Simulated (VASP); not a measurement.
# ZnS (R3m) in VASP: notebook

Runs on ZnS. Level: PBEsol. Tasks: single point.

All numbers are computed with VASP 6.6.1; they aren't measurements. Logs are shortened: lines on timing, memory, paths and dates and some standing lists are left out, and cuts for length are marked.

## (1) The cell of the first run

Symmetry: R3m, No. 160, trigonal system. Conventional cell: a = 3.863 Å, b = 3.863 Å, c = 9.182 Å, α = 90.00°, β = 90.00°, γ = 120.00°. Within 3.0 Å of Zn (site symmetry 3m) lie 4 S at 2.30 to 2.36 Å. S (site symmetry 3m) has 4 Zn at 2.30 to 2.36 Å within 3.0 Å.

## (2) Single point, PBEsol (equal xy, yz and zx shear strains of -2 %)

The input, INCAR:

```
SYSTEM = ZnS
ALGO     = Normal         ! electronic algorithm
EDIFF    = 1E-6           ! SCF threshold, eV
ENCUT    = 520            ! plane-wave cutoff, eV
GGA      = PS             ! functional
ISIF     = 2              ! what is computed and relaxed
ISMEAR   = -1             ! smearing method
LASPH    = .True.         ! aspherical terms in the spheres
LCHARG   = .False.        ! write CHGCAR
LREAL    = .False.        ! projectors in reciprocal space
LWAVE    = .False.        ! write WAVECAR
NBANDS   = 16             ! bands
NELM     = 60             ! most SCF steps
PREC     = Accurate       ! precision mode
SIGMA    = 0.01           ! smearing width, eV
```

The input, KPOINTS:

```
k-points
0
Gamma
  8 8 8
  0 0 0
```

The input, POSCAR:

```
ZnS
1.0
   -0.0540930000      2.6776035000      2.6776035000
    2.6776035000     -0.0540930000      2.6776035000
    2.6776035000      2.6776035000     -0.0540930000
Zn S
1 1
Direct
    0.0000000000      0.0000000000      0.0000000000
    0.7500000000      0.7500000000      0.7500000000
```

Potentials or basis: VASP PAW PBE potentials, release 64 (Zn, S).

Run with:

```
$ cat potpaw_PBE.64/Zn/POTCAR potpaw_PBE.64/S/POTCAR > POTCAR
$ mpirun -np 1 vasp_std > vasp.out
```

OUTCAR:

```text
SYSTEM = ZnS
   EDIFF = 1E-6
   ENCUT = 520
   GGA = PS
   ISIF = 2
   ISMEAR = -1
   LASPH = .True.
   LREAL = .False.
   NELM = 60
   PREC = Accurate

 ion  position               nearest neighbor table
   1  0.000  0.000  0.000-   2 2.30   2 2.36   2 2.36   2 2.36
   2  0.750  0.750  0.750-   1 2.30   1 2.36   1 2.36   1 2.36

  LATTYP: Found a trigonal (rhomboedric) cell.
 ALAT       =     3.7870895235
 COS(alpha) =     0.4797000918

  Lattice vectors:

 A1 = (  -0.0540930000,   2.6776035000,   2.6776035000)
 A2 = (   2.6776035000,  -0.0540930000,   2.6776035000)
 A3 = (   2.6776035000,   2.6776035000,  -0.0540930000)

Analysis of symmetry for initial positions (statically):
=====================================================================
 Subroutine PRICEL returns:
 Original cell was already a primitive cell.

 Routine SETGRP: Setting up the symmetry group for a
 trigonal (rhombohedral) supercell.

 Subroutine GETGRP returns: Found  6 space group operations
 (whereof  6 operations were pure point group operations)
 out of a pool of 12 trial point group operations.

The static configuration has the point symmetry C_3v.

Analysis of symmetry for dynamics (positions and initial velocities):
=====================================================================
 Subroutine PRICEL returns:
 Original cell was already a primitive cell.

 Routine SETGRP: Setting up the symmetry group for a
 trigonal (rhombohedral) supercell.

 Subroutine GETGRP returns: Found  6 space group operations
 (whereof  6 operations were pure point group operations)
 out of a pool of 12 trial point group operations.

The dynamic configuration has the point symmetry C_3v.

 Subroutine INISYM returns: Found  6 space group operations
 (whereof  6 operations are pure point group operations),
 and found     1 'primitive' translations

----------------------------------------------------------------------------------------

                                     Primitive cell

  volume of cell :      39.5578

  direct lattice vectors                    reciprocal lattice vectors
    -0.054093000  2.677603500  2.677603500    -0.181168720  0.184904158  0.184904158
     2.677603500 -0.054093000  2.677603500     0.184904158 -0.181168720  0.184904158
     2.677603500  2.677603500 -0.054093000     0.184904158  0.184904158 -0.181168720

  length of vectors
     3.787089524  3.787089524  3.787089524     0.318121361  0.318121361  0.318121361

  position of ions in fractional coordinates (direct lattice)
     0.000000000  0.000000000  0.000000000
     0.750000000  0.750000000  0.750000000

  ion indices of the primitive-cell ions
   primitive index   ion index
                 1           1
                 2           2

----------------------------------------------------------------------------------------

 KPOINTS: k-points

Automatic generation of k-mesh.
 Grid dimensions read from file:
 generate k-points for:    8    8    8

 Generating k-lattice:

  Cartesian coordinates                     Fractional coordinates (reciprocal lattice)
    -0.022646090  0.023113020  0.023113020     0.125000000  0.000000000 -0.000000000
     0.023113020 -0.022646090  0.023113020     0.000000000  0.125000000 -0.000000000
     0.023113020  0.023113020 -0.022646090     0.000000000  0.000000000  0.125000000

  Length of vectors
     0.039765170  0.039765170  0.039765170

  Shift w.r.t. Gamma in fractional coordinates (k-lattice)
     0.000000000  0.000000000  0.000000000

 Subroutine IBZKPT returns following result:
 ===========================================

 Found     65 irreducible k-points:

 Following reciprocal coordinates:
            Coordinates               Weight
  0.000000  0.000000  0.000000      1.000000
  0.125000  0.000000  0.000000      6.000000
  0.250000  0.000000  0.000000      6.000000
  0.375000 -0.000000 -0.000000      6.000000
  0.500000  0.000000  0.000000      3.000000
  0.125000  0.125000  0.000000      6.000000
[... 16 lines left out ...]
  0.250000  0.125000  0.125000      6.000000
  0.375000  0.125000  0.125000      6.000000
 [... further k-points ...]
   k-points           NKPTS =     65   k-points in BZ     NKDIM =     65   number of bands    NBANDS=     16
   number of dos      NEDOS =    301   number of ions     NIONS =      2
   total plane-waves  NPLWV =  21952
   dimension x,y,z NGX =    28 NGY =   28 NGZ =   28
   dimension x,y,z NGXF=    56 NGYF=   56 NGZF=   56
   ions per type =               1   1
   NGX,Y,Z   is equivalent  to a cutoff of  12.29, 12.29, 12.29 a.u.
   NGXF,Y,Z  is equivalent  to a cutoff of  24.58, 24.58, 24.58 a.u.
 SYSTEM =  ZnS
   PREC   = accura    normal or accurate (medium, high low for compatibility)
   ISTART =      0    job   : 0-new  1-cont  2-samecut
   ICHARG =      2    charge: 1-file 2-atom 10-const
   ISPIN  =      1    spin polarized calculation?
   LNONCOLLINEAR =      F non collinear calculations
   LSORBIT =      F    spin-orbit coupling
   LASPH  =      T    aspherical Exc in radial PAW
   ENCUT  =  520.0 eV  38.22 Ry    6.18 a.u.   7.04  7.04  7.04*2*pi/ulx,y,z
   NELM   =     60;   NELMIN=  2; NELMDL= -5     # of ELM steps
   EDIFF  = 0.1E-05   stopping-criterion for ELM
   LREAL  =      F    real-space projection
   EDIFFG = 0.1E-04   stopping-criterion for IOM
   NSW    =      0    number of steps for IOM
   IBRION =     -1    ionic relax: 0-MD 1-quasi-New 2-CG
   NFREE  =      0    steps in history (QN), initial steepest desc. (CG)
   ISIF   =      2    stress and relaxation
   ISYM   =      2    0-nonsym 1-usesym 2-fastsym
   POTIM  = 0.5000    time-step for ionic-motion
   TEBEG  =    0.0;   TEEND  =   0.0 temperature during run
   PSTRESS=    0.0 pullay stress
   NELECT =      18.0000    total number of electrons
   NUPDOWN=      -1.0000    fix difference up-down
   EMIN   =  10.00;   EMAX   =-10.00  energy-range for DOS
   EFERMI =   0.00;   METHOD = LEGACY
   ISMEAR =    -1;   SIGMA  =   0.01  broadening in eV -4-tet -1-fermi 0-gaus
   EFERMI_NEDOS =   21; number of points for ismear=-14 and -15
   IALGO  =     38    algorithm
   IMIX   =      4    mixing-type and parameters
     AMIX     =   0.40;   BMIX     =  1.00
     AMIX_MAG =   1.60;   BMIX_MAG =  1.00
  volume/ion in A,a.u.               =      19.78       133.47
  Fermi-wavevector in a.u.,A,eV,Ry     =   1.259181  2.379508 21.572553  1.585538
  Thomas-Fermi vector in A             =   2.392754
   LORBIT       =      0    0 simple, 1 ext, 2 COOP (PROOUT), +10 PAW based schemes
   GGA     = PS    functional components
   LHFCALC =     F    Hartree Fock is set to
   AEXX    =    0.0000 exact exchange contribution
   IVDW    =     0    specifies the selected vdW correction
   LEPSILON=     F    determine dielectric tensor
   LRPA    =     F    only Hartree local field effects (RPA)
 non-spin polarized calculation
  energy-cutoff  :      520.00
  volume of cell :       39.56
 maximum number of plane-waves:      1080
   NGX = 15   NGY = 15   NGZ = 15

 number of electron      17.9999991 magnetization

 Free energy of the ion-electron system (eV)
  ---------------------------------------------------
  ext. energy  EPLUGINS =         0.00000000
  ---------------------------------------------------
  free energy    TOTEN  =        -7.57212237 eV

  energy without entropy =       -7.57212237  energy(sigma->0) =       -7.57212237

 E-fermi :   2.2535     XC(G=0):  -9.8371

 val. band max:        2.0514806670   @ k =   0.0000   0.0000   0.0000
 cond. band min:       3.9447605891   @ k =   0.0000   0.0000   0.0000
 fundamental gap:      1.8932799221
 Fermi energy:         2.2535385049

 k-point     1 :       0.0000    0.0000    0.0000
  band No.  band energies     occupation
      1     -11.1501      2.00000
      2      -4.3909      2.00000
      3      -4.3670      2.00000
      4      -4.3670      2.00000
      5      -3.8781      2.00000
      6      -3.8781      2.00000
[... 8 lines left out ...]
     15      13.7286      0.00000
     16      13.7286      0.00000

 k-point     2 :       0.1250    0.0000    0.0000
  band No.  band energies     occupation
      1     -11.0346      2.00000
      2      -4.3782      2.00000
      3      -4.3584      2.00000
      4      -4.3474      2.00000
      5      -3.8800      2.00000
      6      -3.8789      2.00000
[... 8 lines left out ...]
     15      13.1707      0.00000
     16      14.4389      0.00000

 k-point     3 :       0.2500    0.0000    0.0000
  band No.  band energies     occupation
      1     -10.7328      2.00000
      2      -4.3379      2.00000
      3      -4.3088      2.00000
      4      -4.3050      2.00000
      5      -3.8776      2.00000
      6      -3.8743      2.00000
[... 8 lines left out ...]
     15      13.0447      0.00000
     16      14.0189      0.00000

 k-point     4 :       0.3750   -0.0000   -0.0000
  band No.  band energies     occupation
      1     -10.3896      2.00000
      2      -4.2875      2.00000
      3      -4.2719      2.00000
      4      -4.1128      2.00000
      5      -3.8624      2.00000
      6      -3.8570      2.00000
[... 8 lines left out ...]
     15      13.8265      0.00000
     16      14.2181      0.00000
[... 324 lines left out ...]
 k-point    22 :       0.1250    0.1250    0.1250
  band No.  band energies     occupation
      1     -11.0241      2.00000
      2      -4.3943      2.00000
      3      -4.3429      2.00000
      4      -4.3429      2.00000
      5      -3.8812      2.00000
      6      -3.8812      2.00000
[... 8 lines left out ...]
     15      13.0130      0.00000
     16      14.3995      0.00000

 k-point    23 :       0.2500    0.1250    0.1250
  band No.  band energies     occupation
      1     -10.8399      2.00000
      2      -4.3856      2.00000
      3      -4.3179      2.00000
      4      -4.3025      2.00000
      5      -3.8965      2.00000
      6      -3.8668      2.00000
[... 8 lines left out ...]
     15      13.2604      0.00000
     16      15.5211      0.00000

 k-point    24 :       0.3750    0.1250    0.1250
  band No.  band energies     occupation
      1     -10.5174      2.00000
      2      -4.3149      2.00000
      3      -4.2718      2.00000
      4      -4.2401      2.00000
      5      -3.8971      2.00000
      6      -3.8456      2.00000
[... 8 lines left out ...]
     15      14.4078      0.00000
     16      15.3108      0.00000

 [... further k-points ...]
[... 5 lines left out ...]
  --------------------------------------------------------------------------------------
  -------------------------------------------------------------------------------------
  Total       -0.4575098     -0.4575098     -0.4575098      0.3441794      0.3441794      0.3441794
  in kB      -18.5301504    -18.5301504    -18.5301504     13.9400222     13.9400222     13.9400222
  external PRESSURE =     -18.5301504 kB  Pullay stress =       0.0000000 kB

 VOLUME and BASIS-vectors are now :
 -----------------------------------------------------------------------------
  energy-cutoff  :      520.00
  volume of cell :       39.56
      direct lattice vectors                 reciprocal lattice vectors
    -0.054093000  2.677603500  2.677603500    -0.181168720  0.184904158  0.184904158
     2.677603500 -0.054093000  2.677603500     0.184904158 -0.181168720  0.184904158
     2.677603500  2.677603500 -0.054093000     0.184904158  0.184904158 -0.181168720

 POSITION                                       TOTAL-FORCE (eV/Angst)
 -----------------------------------------------------------------------------------
      0.00000      0.00000      0.00000         0.117214      0.117214      0.117214
      3.97584      3.97584      3.97584        -0.117214     -0.117214     -0.117214
 -----------------------------------------------------------------------------------
    total drift:                                0.000056      0.000056      0.000056

  FREE ENERGIE OF THE ION-ELECTRON SYSTEM (eV)
  ---------------------------------------------------
  free  energy   TOTEN  =        -7.5721223738 eV

  energy  without entropy=       -7.5721223738  energy(sigma->0) =       -7.57212237
```

It took 17 s on 1 thread of Intel Xeon 6975P-C (Granite Rapids), shared host; peak memory 0.18 GiB.

What came out:

- Free energy: -7.5721 eV
- Pressure: -1.9 GPa
- Largest force: 0.203 eV/Å
- Band gap on the k mesh: 1.89 eV

Forces on the atoms (eV/Å):
```
Zn   0.117  0.117  0.117
S   -0.117 -0.117 -0.117
```

Levels at points of the mesh, in eV from the valence-band top:
```
           k point  band 7  band 8  band 9  band 10  band 11  band 12
(0.00, 0.00, 0.00)   -0.10   -0.10    0.00     1.89     6.11     6.11
(0.50, 0.00, 0.00)   -5.40   -0.91   -0.88     3.19     6.68     6.97
(0.50, 0.50, 0.00)   -4.66   -2.40   -2.20     3.16     3.93    10.68
(0.50, 0.50, 0.50)   -5.42   -1.05   -1.05     2.95     6.64     6.64
```

Caveat: the cell differs from its parent crystal (equal xy, yz and zx shear strains of -2 %); the PAW data sets were made with another functional, which shifts forces and pressure a little.

(Continued in part 2 of 2.)
